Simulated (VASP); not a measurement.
ZnSe: relaxation of cell and atoms with PBE

The system is ZnSe.

```xyz
2
Lattice="0.0000 2.8338 2.8338 2.8338 0.0000 2.8338 2.8338 2.8338 0.0000" Properties=species:S:1:pos:R:3 pbc="T T T"
Zn    0.0000    0.0000    0.0000
Se    4.2507    4.2507    4.2507
```

| Quantity | Value |
| --- | --- |
| Program | VASP 6.6.1 |
| Task | relaxation of cell and atoms |
| Functional | PBE |
| Potentials or basis | VASP PAW PBE potentials, release 64 (Zn, Se) |
| Cutoff | 500 eV |
| k mesh | 6 × 6 × 6 |
| Occupations | gaussian, width 0.01 eV |
| Spin | no spin polarisation |
| Target pressure | 10 GPa |
| Dipole correction | no |
| Further INCAR settings | ALGO = Normal; EDIFF = 1e-07; IBRION = 2; EDIFFG = -0.05; NSW = 60; ISIF = 3 |

The relaxed volume is 20.75 Å³/atom, the relaxed cell is a = 3.886 Å, b = 3.886 Å, c = 3.886 Å, α = 60.00°, β = 60.00°, γ = 60.00° and the space group after relaxing (to 0.1 Å) is F-43m (No. 216). The energy change on relaxing (the run minimises the enthalpy) is +73.2 meV/atom. The ionic steps are 3, the pressure after relaxing is 9.9 GPa and the band gap on the k mesh is 1.68 eV.

Step by step:
| step | energy change (eV) | largest force (eV/Å) | pressure (GPa) | volume (Å³) |
| --- | --- | --- | --- | --- |
| 1 | 0.0000 | 0.0000 | 2.37 | 45.51 |
| 2 | 0.3805 | 0.0000 | 17.70 | 38.74 |
| 3 | 0.1464 | 0.0000 | 9.94 | 41.50 |

Final structure:
```cif
data_structure
_symmetry_space_group_name_H-M 'P 1'
_symmetry_Int_Tables_number 1
_cell_length_a 3.8862
_cell_length_b 3.8862
_cell_length_c 3.8862
_cell_angle_alpha 60.000
_cell_angle_beta 60.000
_cell_angle_gamma 60.000
_cell_volume 41.50
loop_
_atom_site_label
_atom_site_type_symbol
_atom_site_fract_x
_atom_site_fract_y
_atom_site_fract_z
_atom_site_occupancy
Zn1 Zn 0.00000 0.00000 0.00000 1
Se1 Se 0.75000 0.75000 0.75000 1
```

Levels at points of the mesh, in eV from the valence-band top:
| k point | band 7 | band 8 | band 9 | band 10 | band 11 | band 12 |
| --- | --- | --- | --- | --- | --- | --- |
| (0.00, 0.00, 0.00) | 0.00 | 0.00 | 0.00 | 1.68 | 5.75 | 5.75 |
| (0.50, 0.00, 0.00) | -5.86 | -1.01 | -1.01 | 2.70 | 6.34 | 6.34 |
| (0.50, 0.50, 0.00) | -5.17 | -2.54 | -2.54 | 2.75 | 3.42 | 11.46 |

It took 70 s on 1 thread of Intel Xeon 8259CL, with other jobs on the host, peak memory 0.17 GiB.

Caveat: the cell is relaxed towards a set pressure, so the run minimises the enthalpy, not the energy.
